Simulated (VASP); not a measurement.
A run of VASP 6.6.1 is set up as follows.

The input INCAR:

```
SYSTEM = Rh
PREC = Accurate ; ENCUT = 520
EDIFF = 1E-6 ; ISMEAR = -1
SIGMA = 0.05 ; LREAL = .False.
LASPH = .True. ; NELM = 150
ALGO = Normal ; ISIF = 2
LWAVE = .False. ; LCHARG = .False.
ISPIN = 2 ; MAGMOM = 1
LORBIT = 11 ; LMAXMIX = 4
GGA = PE ; NBANDS = 18
```

Contents of KPOINTS:

```
Automatic mesh
0
Gamma
  13 13 13
  0 0 0
```

POSCAR

```
Rh
1.0
    2.5358275752      0.0000000000      0.0000000000
    0.0000000000      2.5358275752      0.0000000000
    0.0000000000      0.0000000000      2.5358275752
Rh
1
Direct
    0.0000000000      0.0000000000      0.0000000000
```

Potentials or basis: VASP PAW PBE potentials, release 64 (Rh_pv).

Launch:

```sh
$ cat potpaw_PBE.64/Rh_pv/POTCAR > POTCAR
$ mpirun -np 1 vasp_std > vasp.out
```

Question: What does it give for the pressure?

Answer: 0.0 GPa.

Question: Estimate the net moment.

Answer: 0.00 μB per cell.
